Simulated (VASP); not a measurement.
# H4C in VASP: a series of runs

Runs on H4C. Level: PBE. Tasks: single point.

Program: VASP 6.6.1. These are calculated values, not measurements. Logs are shortened: lines on timing, memory, paths and dates and some standing lists are left out, and cuts for length are marked.

## Step 1: The cell of the first run

The cell holds an amorphous packing of atoms, 40 atoms: a = 8.685 Å, b = 8.685 Å, c = 8.685 Å, α = 90.00°, β = 90.00°, γ = 90.00°.

## Step 2: Single point, PBE

INCAR reads:

```
SYSTEM = H4C
ALGO = Normal
EDIFF = 1E-6
ENCUT = 520
GGA = PE
ISIF = 2
ISMEAR = -1
LASPH = .True.
LCHARG = .False.
LREAL = Auto
LWAVE = .False.
NBANDS = 58
NELM = 60
PREC = Accurate
SIGMA = 0.05
```

KPOINTS reads:

```
k-points
0
Gamma
  1 1 1
  0 0 0
```

POSCAR reads:

```
H4C
1.0
    8.6854290000      0.0000000000      0.0000000000
    0.0000000000      8.6854290000      0.0000000000
    0.0000000000      0.0000000000      8.6854290000
C H
8 32
Direct
    0.1548533149      0.7088657088      0.6896573399
    0.1217843358      0.1905064469      0.0962458089
    0.4714862460      0.4954872472      0.5386280285
    0.6255507071      0.4355633164      0.0751112366
    0.8990404331      0.3501352979      0.4758202887
    0.7260336348      0.7545550987      0.7517107733
    0.0259149130      0.7147993370      0.1522845921
    0.5358627217      0.9077810625      0.1785830470
    0.1919075230      0.5953838842      0.7310198446
    0.0914816223      0.7688825836      0.7805460825
    0.0799208757      0.6941569776      0.5892626973
    0.2563960798      0.7764798515      0.6568239677
    0.0466824320      0.2898705406      0.0773468351
    0.1937444110      0.1720030614     -0.0055826387
    0.0515589862      0.0879974362      0.1173332929
    0.1956496852      0.2121395897      0.1961079378
    0.4028556902      0.3901334291      0.5255121314
    0.5890129434      0.4743442350      0.4989411325
    0.4741144785      0.5301489625      0.6598468879
    0.4185024676      0.5867567295      0.4698167981
    0.6384549812      0.3474468946      0.1642646211
    0.5738187912      0.3840471059     -0.0275765579
    0.7386617418      0.4826655142      0.0458132070
    0.5510502993      0.5277858053      0.1173549521
    1.0086767574      0.3210718174      0.4194486324
    0.8801373633      0.2731528445      0.5734829717
    0.8047631449      0.3360294863      0.3920800171
    0.9025941342      0.4696406273      0.5172337456
    0.8062754470      0.8347098742      0.8082206886
    0.7127941697      0.7873470015      0.6311369383
    0.6143860385      0.7599483868      0.8102643005
    0.7723324936      0.6371775720      0.7591046336
    0.0798303308      0.7995579350      0.2284647030
   -0.0237151721      0.6219613953      0.2215939202
    0.1122116532      0.6675255492      0.0732909176
   -0.0653420011      0.7707115622      0.0858282782
    0.5472430323      1.0190759731      0.2365198635
    0.4205568873      0.8614381313      0.1992121503
    0.6221301433      0.8276022941      0.2234235725
    0.5534522631      0.9232823336      0.0547481606
```

Potentials or basis: VASP PAW PBE potentials, release 64 (C, H).

The run is started by

```
> cat potpaw_PBE.64/C/POTCAR potpaw_PBE.64/H/POTCAR > POTCAR
> mpirun -np 1 vasp_gam > vasp.out
```

OUTCAR:

```text
SYSTEM = H4C
   EDIFF = 1E-6
   ENCUT = 520
   GGA = PE
   ISIF = 2
   ISMEAR = -1
   LASPH = .True.
   LREAL = Auto
   NELM = 60
   PREC = Accurate

 ion  position               nearest neighbor table
   1  0.155  0.709  0.690-  10 1.09  11 1.10  12 1.10   9 1.10
   2  0.122  0.191  0.096-  13 1.09  15 1.09  14 1.09  16 1.10
   3  0.471  0.495  0.539-  18 1.09  20 1.09  19 1.10  17 1.10
   4  0.626  0.436  0.075-  24 1.09  23 1.09  22 1.09  21 1.09
   5  0.899  0.350  0.476-  26 1.09  28 1.10  25 1.10  27 1.10
   6  0.726  0.755  0.752-  30 1.09  31 1.10  32 1.10  29 1.10
   7  0.026  0.715  0.152-  36 1.09  34 1.09  33 1.09  35 1.10
   8  0.536  0.908  0.179-  38 1.09  37 1.09  39 1.09  40 1.09
   9  0.192  0.595  0.731-   1 1.10
  10  0.091  0.769  0.781-   1 1.09
  11  0.080  0.694  0.589-   1 1.10
  12  0.256  0.776  0.657-   1 1.10
  13  0.047  0.290  0.077-   2 1.09
  14  0.194  0.172  0.994-   2 1.09
[... 24 lines left out ...]
  39  0.622  0.828  0.223-   8 1.09
  40  0.553  0.923  0.055-   8 1.09

  LATTYP: Found a simple cubic cell.
 ALAT       =     8.6854290000

  Lattice vectors:

 A1 = (   8.6854290000,   0.0000000000,   0.0000000000)
 A2 = (   0.0000000000,   8.6854290000,   0.0000000000)
 A3 = (   0.0000000000,   0.0000000000,   8.6854290000)

Analysis of symmetry for initial positions (statically):
=====================================================================
 Subroutine PRICEL returns:
 Original cell was already a primitive cell.

 Routine SETGRP: Setting up the symmetry group for a
 simple cubic supercell.

 Subroutine GETGRP returns: Found  1 space group operations
 (whereof  1 operations were pure point group operations)
 out of a pool of 48 trial point group operations.

The static configuration has the point symmetry C_1 .

Analysis of symmetry for dynamics (positions and initial velocities):
=====================================================================
 Subroutine PRICEL returns:
 Original cell was already a primitive cell.

 Routine SETGRP: Setting up the symmetry group for a
 simple cubic supercell.

 Subroutine GETGRP returns: Found  1 space group operations
 (whereof  1 operations were pure point group operations)
 out of a pool of 48 trial point group operations.

The dynamic configuration has the point symmetry C_1 .

 Subroutine INISYM returns: Found  1 space group operations
 (whereof  1 operations are pure point group operations),
 and found     1 'primitive' translations

----------------------------------------------------------------------------------------

                                     Primitive cell

  volume of cell :     655.1999

  direct lattice vectors                    reciprocal lattice vectors
     8.685429000  0.000000000  0.000000000     0.115135361  0.000000000  0.000000000
     0.000000000  8.685429000  0.000000000     0.000000000  0.115135361  0.000000000
     0.000000000  0.000000000  8.685429000     0.000000000  0.000000000  0.115135361

  length of vectors
     8.685429000  8.685429000  8.685429000     0.115135361  0.115135361  0.115135361

  position of ions in fractional coordinates (direct lattice)
     0.154853315  0.708865709  0.689657340
     0.121784336  0.190506447  0.096245809
     0.471486246  0.495487247  0.538628028
     0.625550707  0.435563316  0.075111237
     0.899040433  0.350135298  0.475820289
     0.726033635  0.754555099  0.751710773
[... 32 lines left out ...]
     0.622130143  0.827602294  0.223423573
     0.553452263  0.923282334  0.054748161

  ion indices of the primitive-cell ions
   primitive index   ion index
                 1           1
                 2           2
                 3           3
                 4           4
                 5           5
                 6           6
[... 32 lines left out ...]
                39          39
                40          40

----------------------------------------------------------------------------------------

 KPOINTS: k-points

Automatic generation of k-mesh.
 Grid dimensions read from file:
 generate k-points for:    1    1    1

 Generating k-lattice:

  Cartesian coordinates                     Fractional coordinates (reciprocal lattice)
     0.115135361  0.000000000  0.000000000     1.000000000  0.000000000  0.000000000
     0.000000000  0.115135361  0.000000000     0.000000000  1.000000000  0.000000000
     0.000000000  0.000000000  0.115135361     0.000000000  0.000000000  1.000000000

  Length of vectors
     0.115135361  0.115135361  0.115135361

  Shift w.r.t. Gamma in fractional coordinates (k-lattice)
     0.000000000  0.000000000  0.000000000

 Subroutine IBZKPT returns following result:
 ===========================================

 Found      1 irreducible k-points:

 Following reciprocal coordinates:
            Coordinates               Weight
  0.000000  0.000000  0.000000      1.000000
   k-points           NKPTS =      1   k-points in BZ     NKDIM =      1   number of bands    NBANDS=     58
   number of dos      NEDOS =    301   number of ions     NIONS =     40
   total plane-waves  NPLWV = 343000
   dimension x,y,z NGX =    70 NGY =   70 NGZ =   70
   dimension x,y,z NGXF=   140 NGYF=  140 NGZF=  140
   ions per type =               8  32
   NGX,Y,Z   is equivalent  to a cutoff of  13.40, 13.40, 13.40 a.u.
   NGXF,Y,Z  is equivalent  to a cutoff of  26.80, 26.80, 26.80 a.u.
 SYSTEM =  H4C
   PREC   = accura    normal or accurate (medium, high low for compatibility)
   ISTART =      0    job   : 0-new  1-cont  2-samecut
   ICHARG =      2    charge: 1-file 2-atom 10-const
   ISPIN  =      1    spin polarized calculation?
   LNONCOLLINEAR =      F non collinear calculations
   LSORBIT =      F    spin-orbit coupling
   LASPH  =      T    aspherical Exc in radial PAW
   ENCUT  =  520.0 eV  38.22 Ry    6.18 a.u.  16.15 16.15 16.15*2*pi/ulx,y,z
   NELM   =     60;   NELMIN=  2; NELMDL= -5     # of ELM steps
   EDIFF  = 0.1E-05   stopping-criterion for ELM
   LREAL  =      T    real-space projection
   EDIFFG = 0.1E-04   stopping-criterion for IOM
   NSW    =      0    number of steps for IOM
   IBRION =     -1    ionic relax: 0-MD 1-quasi-New 2-CG
   NFREE  =      0    steps in history (QN), initial steepest desc. (CG)
   ISIF   =      2    stress and relaxation
   ISYM   =      2    0-nonsym 1-usesym 2-fastsym
   POTIM  = 0.5000    time-step for ionic-motion
   TEBEG  =    0.0;   TEEND  =   0.0 temperature during run
   PSTRESS=    0.0 pullay stress
   NELECT =      64.0000    total number of electrons
   NUPDOWN=      -1.0000    fix difference up-down
   EMIN   =  10.00;   EMAX   =-10.00  energy-range for DOS
   EFERMI =   0.00;   METHOD = LEGACY
   ISMEAR =    -1;   SIGMA  =   0.05  broadening in eV -4-tet -1-fermi 0-gaus
   EFERMI_NEDOS =   21; number of points for ismear=-14 and -15
   IALGO  =     38    algorithm
   IMIX   =      4    mixing-type and parameters
     AMIX     =   0.40;   BMIX     =  1.00
     AMIX_MAG =   1.60;   BMIX_MAG =  1.00
  volume/ion in A,a.u.               =      16.38       110.54
  Fermi-wavevector in a.u.,A,eV,Ry     =   0.753952  1.424762  7.734140  0.568443
  Thomas-Fermi vector in A             =   1.851508
   LORBIT       =      0    0 simple, 1 ext, 2 COOP (PROOUT), +10 PAW based schemes
   GGA     = PE    functional components
   LHFCALC =     F    Hartree Fock is set to
   AEXX    =    0.0000 exact exchange contribution
   IVDW    =     0    specifies the selected vdW correction
   LEPSILON=     F    determine dielectric tensor
   LRPA    =     F    only Hartree local field effects (RPA)
 non-spin polarized calculation
  energy-cutoff  :      520.00
  volume of cell :      655.20
 maximum number of plane-waves:      8779
 NGX is ok and might be reduce to    70
   NGX = 33   NGY = 33   NGZ = 33

 number of electron      63.9999998 magnetization

 Free energy of the ion-electron system (eV)
  ---------------------------------------------------
  ext. energy  EPLUGINS =         0.00000000
  ---------------------------------------------------
  free energy    TOTEN  =      -192.38411106 eV

  energy without entropy =     -192.38411106  energy(sigma->0) =     -192.38411106

 E-fermi :  -6.2030     XC(G=0):  -4.7319

 val. band max:       -7.4041760671   @ k =   0.0000   0.0000   0.0000
 cond. band min:      -0.0956533103   @ k =   0.0000   0.0000   0.0000
 fundamental gap:      7.3085227568
 Fermi energy:        -6.2030148061

 k-point     1 :       0.0000    0.0000    0.0000
  band No.  band energies     occupation
      1     -15.6098      2.00000
      2     -15.4894      2.00000
      3     -15.4664      2.00000
      4     -15.4492      2.00000
      5     -15.4159      2.00000
      6     -15.3943      2.00000
[... 36 lines left out ...]
     43       2.9395      0.00000
     44       3.0873      0.00000
 [bands above 44 left out]

------------------------ aborting loop because EDIFF is reached ----------------------------------------

  FORCE on cell =-STRESS in cart. coord.  units (eV):
  Direction    XX          YY          ZZ          XY          YZ          ZX
  --------------------------------------------------------------------------------------
  -------------------------------------------------------------------------------------
  Total        0.2264048     -0.0152657      0.1726659     -0.1665116     -0.0824219     -0.2019613
  in kB        0.5536335     -0.0373297      0.4222244     -0.4071751     -0.2015484     -0.4938613
  external PRESSURE =       0.3128427 kB  Pullay stress =       0.0000000 kB

 VOLUME and BASIS-vectors are now :
 -----------------------------------------------------------------------------
  energy-cutoff  :      520.00
  volume of cell :      655.20
      direct lattice vectors                 reciprocal lattice vectors
     8.685429000  0.000000000  0.000000000     0.115135361  0.000000000  0.000000000
     0.000000000  8.685429000  0.000000000     0.000000000  0.115135361  0.000000000
     0.000000000  0.000000000  8.685429000     0.000000000  0.000000000  0.115135361

 POSITION                                       TOTAL-FORCE (eV/Angst)
 -----------------------------------------------------------------------------------
      1.34497      6.15680      5.98997         0.072317      0.009241     -0.015572
      1.05775      1.65463      0.83594         0.015978     -0.015203      0.007747
      4.09506      4.30352      4.67822        -0.084377     -0.111979     -0.004107
      5.43318      3.78305      0.65237         0.010644     -0.048129     -0.044933
      7.80855      3.04108      4.13270         0.029850      0.043822     -0.236991
      6.30591      6.55363      6.52893         0.152670      0.063239      0.257201
[... 32 lines left out ...]
      5.40347      7.18808      1.94053         0.034403     -0.019031      0.025165
      4.80697      8.01910      0.47551        -0.001590      0.004321     -0.037249
 -----------------------------------------------------------------------------------
    total drift:                                0.025529      0.009818      0.007223

  FREE ENERGIE OF THE ION-ELECTRON SYSTEM (eV)
  ---------------------------------------------------
  free  energy   TOTEN  =      -192.3841110560 eV

  energy  without entropy=     -192.3841110559  energy(sigma->0) =     -192.38411106
```

It took 2.9 min on 1 thread of AMD EPYC 7R13, shared host; peak memory 0.59 GiB.

What came out:

```yaml
Free_energy: -192.3841 eV
Pressure: 0.0 GPa
Largest_force: 0.306 eV/Å
Band_gap_on_the_k_mesh: 7.31 eV
```

Forces on the atoms (eV/Å):
```
C    0.072  0.009 -0.016
C    0.016 -0.015  0.008
C   -0.084 -0.112 -0.004
C    0.011 -0.048 -0.045
C    0.030  0.044 -0.237
C    0.153  0.063  0.257
C    0.014 -0.005  0.016
C    0.007  0.024 -0.005
H   -0.030  0.060 -0.005
H    0.005  0.003  0.016
H    0.012  0.008 -0.010
H   -0.053 -0.030  0.015
H   -0.030  0.041 -0.012
H    0.021 -0.010 -0.034
H   -0.015 -0.020  0.002
H    0.028  0.004  0.024
H    0.036  0.017  0.045
H    0.033  0.003 -0.040
H   -0.028 -0.022 -0.024
H    0.022  0.065 -0.019
H   -0.009 -0.034  0.019
H   -0.015 -0.041 -0.045
H    0.038  0.028 -0.004
H   -0.034  0.067  0.043
H   -0.108  0.046  0.084
H   -0.018 -0.086  0.084
H    0.150  0.044  0.145
H   -0.009 -0.088 -0.070
H   -0.087 -0.086 -0.067
H   -0.036  0.025 -0.138
H    0.003 -0.025 -0.034
H   -0.047  0.074 -0.004
H    0.030  0.012  0.020
H   -0.006 -0.034  0.012
H    0.000 -0.004  0.023
H   -0.048  0.017 -0.031
H    0.005  0.040  0.037
H   -0.061 -0.020  0.005
H    0.034 -0.019  0.025
H   -0.002  0.004 -0.037
```

Levels at points of the mesh, in eV from the valence-band top:
| k point | band 30 | band 31 | band 32 | band 33 | band 34 | band 35 |
| --- | --- | --- | --- | --- | --- | --- |
| (0.00, 0.00, 0.00) | -0.17 | -0.13 | 0.00 | 7.31 | 9.16 | 9.19 |

Caveat: the k points lie up to 0.72 Å⁻¹ apart.

## Step 3: Single point, PBE

INCAR reads:

```
  ALGO = Normal
  EDIFF = 1E-6
  ENCUT = 520
  GGA = PE
  ISIF = 2
  ISMEAR = -1
  LASPH = T
  LCHARG = F
  LREAL = Auto
  LWAVE = F
  NBANDS = 58
  NELM = 60
  PREC = Accurate
  SIGMA = 0.05
```

KPOINTS reads:

```
k-points
0
Gamma
  1 1 1
```

POSCAR reads:

```
H4C
1.0
    8.6854290000      0.0000000000      0.0000000000
    0.0000000000      8.6854290000      0.0000000000
    0.0000000000      0.0000000000      8.6854290000
C H
8 32
Direct
    0.0594789273      0.7602272726      0.6387018995
    0.1188887734      0.2253544413      0.0102700742
    0.3535922060      0.4279120813      0.4833612709
    0.6257491714      0.4237556947      0.1078818329
    0.8528536702      0.3796473381      0.5645662408
    0.6584015597      0.7679528553      0.7332855982
    0.0962646750      0.7815503414      0.2288430428
    0.5301753086      1.0070544587      0.1320257180
    0.1378285402      0.8005937300      0.5497598334
   -0.0436823558      0.8383005606      0.6219036504
    0.0950787808      0.7508322272      0.7600430560
    0.0045133061      0.6447695330      0.6282476087
    0.2317214268      0.2051712126      0.0838070290
    0.0372347756      0.3230237677      0.0294516252
    0.0439356536      0.1329007468      0.0323184957
    0.1490887785      0.2071975950     -0.1085726451
    0.3980920229      0.3446001343      0.3916904968
    0.4133474581      0.3972515347      0.5934537027
    0.2322280224      0.4353037714      0.5062041265
    0.3797624734      0.5302443898      0.4129675114
    0.5531448130      0.4966594051      0.0269647015
    0.6841688534      0.5002631419      0.1907217249
    0.6984571516      0.3583703234      0.0306029789
    0.5505888080      0.3407200727      0.1527155423
    0.8255205356      0.4290519213      0.4416707569
    0.7658804188      0.4019835980      0.6491677037
    0.9541382469      0.4388614541      0.5981627390
    0.8543158893      0.2584558575      0.5521661624
    0.5384305139      0.7957695584      0.7637273876
    0.6656550874      0.7100858230      0.6189101310
    0.7309022962      0.6870587509      0.8230336118
    0.7310865128      0.8782295037      0.7329401921
    0.1858860397      0.6906279471      0.2280255817
    0.1549146277      0.8808661034      0.1805667861
    0.0647060727      0.7966791278      0.3437251056
   -0.0095447214      0.7580972684      0.1630777248
    0.6296407466      0.9410588700      0.1499177531
    0.5297608213      1.1302262675      0.0949636454
    0.4482104453      0.9917299422      0.2278183380
    0.4727227636      0.9589969592      0.0384206698
```

Potentials or basis: VASP PAW PBE potentials, release 64 (C, H).

The run is started by

```
> cat potpaw_PBE.64/C/POTCAR potpaw_PBE.64/H/POTCAR > POTCAR
> mpirun -np 1 vasp_gam > vasp.out
```

Run time: 2.8 min. Hardware: 1 thread of AMD EPYC 7R13, shared host; peak memory 0.59 GiB.

Results (log left out):

```yaml
Free_energy: -190.0841 eV
Pressure: -0.1 GPa
Largest_force: 3.082 eV/Å
Band_gap_on_the_k_mesh: 6.35 eV
```

Forces on the atoms (eV/Å):
```
C   -2.332 -0.095  0.435
C    1.327  0.189  1.033
C    1.401 -0.865 -1.252
C   -0.304  1.907 -1.844
C   -1.178  1.269 -2.550
C    2.528 -0.441  1.099
C    0.766 -0.614 -1.530
C   -1.977  1.707  0.563
H    0.647 -0.653  0.326
H    0.798 -0.350  0.674
H    0.448  0.911 -0.273
H    0.671  0.367 -0.912
H   -2.051  0.954 -0.896
H    1.302  0.118  0.020
H   -0.825 -1.709  0.593
H    0.225  0.469 -0.760
H   -1.210 -0.083  1.099
H    0.054  0.938 -0.760
H   -0.752 -0.630 -0.253
H    0.514  0.633  1.174
H    0.565 -0.359  0.755
H   -0.051 -0.519 -0.154
H    0.875  0.023 -0.058
H   -1.008 -0.814  1.297
H   -0.062 -0.594  1.898
H   -0.851  0.556  0.264
H    1.281 -0.139  0.449
H    0.754 -1.314 -0.075
H    0.338 -0.342  0.225
H   -0.102  0.377  0.508
H   -1.958  1.457 -1.560
H   -0.952 -1.026 -0.216
H   -0.652 -0.175 -0.291
H   -0.117  0.536  0.030
H   -0.452  0.565  1.663
H    0.400 -0.318 -0.135
H    1.747 -0.174  0.315
H    0.898 -0.662  0.726
H    0.312  0.188  0.112
H   -1.019 -1.288 -1.739
```

Stress tensor (GPa, compression positive):
```
-0.11  1.26 -0.90
 1.26  0.33  1.24
-0.90  1.24 -0.55
```

Levels at points of the mesh, in eV from the valence-band top:
```csv
k point,band 28,band 29,band 30,band 31,band 32,band 33,band 34,band 35,band 36,band 37
"(0.00, 0.00, 0.00)",-0.71,-0.63,-0.57,-0.26,0.00,6.35,8.10,8.23,8.35,8.40
```

Caveat: the k points lie up to 0.72 Å⁻¹ apart.

(Part 1 of 2 ends here.)
